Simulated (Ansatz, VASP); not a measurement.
**Two plane-wave programs on CsSnI3**

```
CELL_PARAMETERS angstrom
6.28889 0.00000 0.00000
0.00000 6.28889 0.00000
0.00000 0.00000 6.28770
ATOMIC_POSITIONS crystal
Cs 0.00000 0.00000 0.00168
Sn 0.50000 0.50000 0.50266
I 0.00000 0.50000 0.49842
I 0.50000 0.50000 0.99883
I 0.50000 0.00000 0.49842
```

Alike in both runs: functional PBE; k mesh 6 × 6 × 6; occupations gaussian, width 0.02 eV; no spin polarisation.

Ansatz relaxed the structure, and its values are those at the end. VASP's run is a single point on that final structure, the one shown.

```csv
,VASP,Ansatz
version,VASP 6.6.1,Ansatz 0.2.0
potentials or method,"VASP PAW PBE potentials, release 64 (Cs_sv, Sn_d, I), cutoff 520 eV","scalar-relativistic, plane waves, PAW"
valence electrons in the cell,44,74
```

Ansatz gave:

| Quantity | Value |
| --- | --- |
| gap on the k mesh at the Fermi level (eV) | 0.49 |
| least direct gap on the mesh (eV) | 0.49 |
| pressure (GPa) | 0.0 |

Question: Estimate VASP's values.

Answer: gap on the k mesh at the Fermi level (eV): 0.48; least direct gap on the mesh (eV): 0.48; pressure (GPa): 0.0.

VASP's potentials hold 44 valence electrons a cell and Ansatz's 74, so a difference there can come from the potentials and not from the codes.

Spin-orbit coupling is off throughout.
